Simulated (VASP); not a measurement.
The system is ScGaSe.

```xyz
3
Lattice="3.3937 0.0000 0.0000 0.0000 3.3937 0.0000 0.0000 0.0000 7.0059" Properties=species:S:1:pos:R:3 pbc="T T T"
Sc    1.6969    1.6969    0.0000
Ga    0.0000    0.0000    0.0000
Se    1.6969    1.6969    3.5029
```

The cell was generated, and may not be a known phase.

| Item | Value |
| --- | --- |
| Program | VASP 6.6.1 |
| Task | relaxation of cell and atoms |
| Functional | PBE |
| Potentials or basis | VASP PAW PBE potentials, release 64 (Sc_sv, Ga_d, Se) |
| Cutoff | 600 eV |
| k mesh | 6 × 6 × 4 |
| Occupations | gaussian, width 0.1 eV |
| Spin | no spin polarisation |

At the start: pressure 10.1 GPa; volume 26.90 Å³/atom.

Task: Where does the relaxation end?

Result: Over 13 steps the energy falls by 1340.5 meV/atom and the volume is 28.18 Å³/atom (+4.8 %); space group P4/mmm (No. 123, to 0.1 Å) before and after.

Step by step:
| step | energy change (eV) | largest force (eV/Å) | pressure (GPa) | volume (Å³) |
| --- | --- | --- | --- | --- |
| 1 | 0.0000 | 0.0000 | 10.14 | 80.69 |
| 2 | -2.1871 | 0.0000 | -4.99 | 100.23 |
| 3 | -2.5632 | 0.0000 | -7.41 | 110.84 |
| 4 | -3.0737 | 0.0000 | 5.98 | 92.12 |
| 5 | -3.8065 | 0.0000 | -3.53 | 99.19 |
| 6 | -3.8090 | 0.0000 | -3.33 | 98.93 |
| 7 | -3.8096 | 0.0000 | -3.10 | 98.67 |
| 8 | -3.9815 | 0.0000 | -1.72 | 90.03 |
| 9 | -4.0204 | 0.0000 | -0.44 | 85.28 |
| 10 | -4.0212 | 0.0000 | -0.21 | 84.47 |
| 11 | -4.0211 | 0.0000 | -0.30 | 84.74 |
| 12 | -4.0206 | 0.0000 | 0.22 | 84.25 |
| 13 | -4.0216 | 0.0000 | -0.09 | 84.54 |

Final structure:
```cif
data_structure
_symmetry_space_group_name_H-M 'P 1'
_symmetry_Int_Tables_number 1
_cell_length_a 4.1092
_cell_length_b 4.1092
_cell_length_c 5.0067
_cell_angle_alpha 90.000
_cell_angle_beta 90.000
_cell_angle_gamma 90.000
_cell_volume 84.54
loop_
_atom_site_label
_atom_site_type_symbol
_atom_site_fract_x
_atom_site_fract_y
_atom_site_fract_z
_atom_site_occupancy
Sc1 Sc 0.50000 0.50000 0.00000 1
Ga1 Ga 0.00000 0.00000 0.00000 1
Se1 Se 0.50000 0.50000 0.50000 1
```

Caveat: a cell axis changed by over 15 % at a fixed basis, so the end point is rough.
